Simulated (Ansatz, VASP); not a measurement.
## ScNb: VASP beside Ansatz

```
Nb Sc
1.0
     3.04507    0.00000    0.00000
    -1.52253    2.63711    0.00000
     0.00000    0.00000    5.03815
Nb Sc
1 1
Cartesian
  0.0000 1.7581 2.5191
  0.0000 0.0000 0.0000
```

Alike in both runs: task single point; functional PBE; k mesh 10 × 10 × 5; occupations fermi-dirac, width 0.05 eV; no spin polarisation.

|  | VASP | Ansatz |
| --- | --- | --- |
| version | VASP 6.6.1 | Ansatz 0.2.0 |
| potentials or method | VASP PAW PBE potentials, release 64 (Nb_sv, Sc_sv) | Ansatz PAW |
| plane-wave cutoff (eV) | 520 | 420 |
| valence electrons in the cell | 24 | 24 |

Ansatz gave:

```
gap on the k mesh at the Fermi level (eV)                     : none
pressure (GPa)                                                : 2.0
traceless stress, the component that is largest in VASP (GPa) : -0.35
```

Which values does VASP return?

gap on the k mesh at the Fermi level (eV): none; pressure (GPa): 1.9; traceless stress, the component that is largest in VASP (GPa): -0.31.

A gap of «none» marks a metal or a gap that the smearing closes. With one functional, cell and mesh, what is left measures potentials, basis and numerics.
